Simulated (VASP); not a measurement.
## BaMnAsF: single point with PBE+U

BaMnAsF:

```
Ba Mn As F
1.0
     4.38635    0.00000    0.00000
     0.00000    4.38635    0.00000
     0.00000    0.00000    9.77208
Ba Mn As F
2 2 2 2
Cartesian
  2.1932 0.0000 3.3540
  0.0000 2.1932 6.4181
  2.1932 2.1932 0.0000
  0.0000 0.0000 0.0000
  2.1932 0.0000 8.2290
  0.0000 2.1932 1.5431
  2.1932 2.1932 4.8860
  0.0000 0.0000 4.8860
```

```yaml
Program: VASP 6.6.1
Task: single point
Functional: PBE
Potentials_or_basis: VASP PAW PBE potentials, release 64 (Ba_sv, Mn_pv, As, F)
Cutoff: 600 eV
k_mesh: 6 × 6 × 2
Occupations: gaussian, width 0.05 eV
Spin: collinear spin, antiferromagnetic start
Starting_moments: "[0.0, 0.0, 4.82, -4.82, 0.0, 0.0, 0.0, 0.0] μB"
Hubbard_terms: Mn d U = 3.9 eV
Dipole_correction: no
Further_INCAR_settings: ALGO = Normal; EDIFF = 1e-06; NBANDS = 49
```

```yaml
Pressure: -0.4 GPa
Largest_force: 0.115 eV/Å
Band_gap_on_the_k_mesh: 1.36 eV
Net_moment: 0.00 μB per cell
Site_moments: Ba +0.00; Mn +4.43, -4.43; As +0.00; F -0.00, +0.00 μB
Valence_electrons_inside_the_program's_atomic_spheres: Ba 7.86; Mn 11.34; As 2.81; F 6.09
```

Forces in eV/Å, atoms in the order of the input:
```
Ba   0.000  0.000 -0.115
Ba   0.000  0.000  0.115
Mn   0.000  0.000  0.000
Mn   0.000  0.000  0.000
As   0.000  0.000  0.052
As   0.000  0.000 -0.052
F    0.000  0.000  0.000
F    0.000  0.000  0.000
```

Levels at points of the mesh, in eV from the valence-band top:
Spin up:
```tsv
k point	band 32	band 33	band 34	band 35	band 36	band 37	band 38	band 39
(0.00, 0.00, 0.00)	-1.34	-0.43	0.00	0.00	1.36	1.74	2.01	2.97
(0.50, 0.00, 0.00)	-1.10	-0.72	-0.49	-0.46	2.21	2.46	2.67	2.68
(0.50, 0.50, 0.00)	-1.80	-1.66	-1.65	-1.65	1.58	1.58	2.81	2.86
(0.00, 0.00, 0.50)	-1.33	-0.68	-0.01	-0.01	1.55	1.93	2.46	2.63
(0.50, 0.00, 0.50)	-1.08	-0.72	-0.45	-0.44	2.30	2.61	2.65	2.66
(0.50, 0.50, 0.50)	-1.81	-1.68	-1.63	-1.63	1.67	1.67	2.84	2.85
```
Spin down:
```tsv
k point	band 33	band 34	band 35	band 36	band 37	band 38
(0.00, 0.00, 0.00)	-0.43	0.00	0.00	1.36	1.74	2.01
(0.50, 0.00, 0.00)	-0.72	-0.49	-0.46	2.21	2.46	2.67
(0.50, 0.50, 0.00)	-1.66	-1.65	-1.65	1.58	1.58	2.81
(0.00, 0.00, 0.50)	-0.68	-0.01	-0.01	1.55	1.93	2.46
(0.50, 0.00, 0.50)	-0.72	-0.45	-0.44	2.30	2.61	2.65
(0.50, 0.50, 0.50)	-1.68	-1.63	-1.63	1.67	1.67	2.84
```

Eigenvalues of the final occupation matrices:
```csv
site,spin,trace,eigenvalues
site 3 d,1,4.61,0.91 0.92 0.92 0.92 0.93
site 3 d,2,0.27,0.03 0.05 0.06 0.06 0.07
site 4 d,1,0.27,0.03 0.05 0.06 0.06 0.07
site 4 d,2,4.61,0.91 0.92 0.92 0.92 0.93
```

It took 5.5 min on 1 thread of Intel(R) Xeon(R) Platinum 8559C (Emerald Rapids), with other jobs on the host, peak memory 0.62 GiB.

Caveat: spin-orbit coupling is left out, which moves the levels of the heavy elements. The state reached can hang on the start; a lower one may exist.
